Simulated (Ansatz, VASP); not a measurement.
One calculation of Rb, two programs

File INCAR:

```
SYSTEM = Rb
PREC = Accurate
ENCUT = 520
EDIFF = 1E-7
ISMEAR = -1
SIGMA = 0.08
LREAL = .False.
LASPH = .True.
NELM = 60
ALGO = Normal
ISIF = 2
LWAVE = .False.
LCHARG = .False.
GGA = PE
NBANDS = 26
```

The input KPOINTS:

```
regular mesh
0
Gamma
  8 8 2
  0 0 0
```

File POSCAR:

```
Rb
1.0
    4.6866926295      0.0000000000      0.0000000000
   -2.3433463148      4.0587948769      0.0000000000
    0.0000000000      0.0000000000     15.2317510459
Rb
4
Direct
    0.0000000000      0.0000000000      0.0000000000
    0.0000000000      0.0000000000      0.5000000000
    0.3333333333      0.6666666667      0.2500000000
    0.6666666667      0.3333333333      0.7500000000
```

Input for Ansatz:

```yaml
crystal:
  lattice:
    - [4.6866926295, 0.0, 0.0]
    - [-2.3433463148, 4.0587948769, 0.0]
    - [0.0, 0.0, 15.2317510459]
  atoms:
    - { symbol: Rb, position: [0.0, 0.0, 0.0] }
    - { symbol: Rb, position: [0.0, 0.0, 0.5] }
    - { symbol: Rb, position: [0.3333333333, 0.6666666667, 0.25] }
    - { symbol: Rb, position: [0.6666666667, 0.3333333333, 0.75] }
kpoints:
  mp_grid: { grid: [8, 8, 2] }
scf:
  occupations: { method: fermi_dirac, width: 0.08 }
hamiltonian:
  xc: pbe
  pseudopotentials: { kind: all_electron, lapw: { basis_error: 0.0005 } }
output:
  forces: true
  stress: true
  eigenvalues: true
  populations: true
```

Alike in both runs: task single point; functional PBE; k mesh 8 × 8 × 2; occupations fermi-dirac, width 0.08 eV; no spin polarisation.

```csv
,VASP,Ansatz
version,VASP 6.6.1,Ansatz 0.2.0
potentials or method,"VASP PAW PBE potentials, release 64 (Rb_sv), cutoff 520 eV","all-electron LAPW, scalar-relativistic"
```

```tsv
	VASP	Ansatz	Ansatz less VASP
pressure (GPa)	1.0	1.0	0.00
```

Ansatz ran all-electron here, and VASP with PAW potentials.
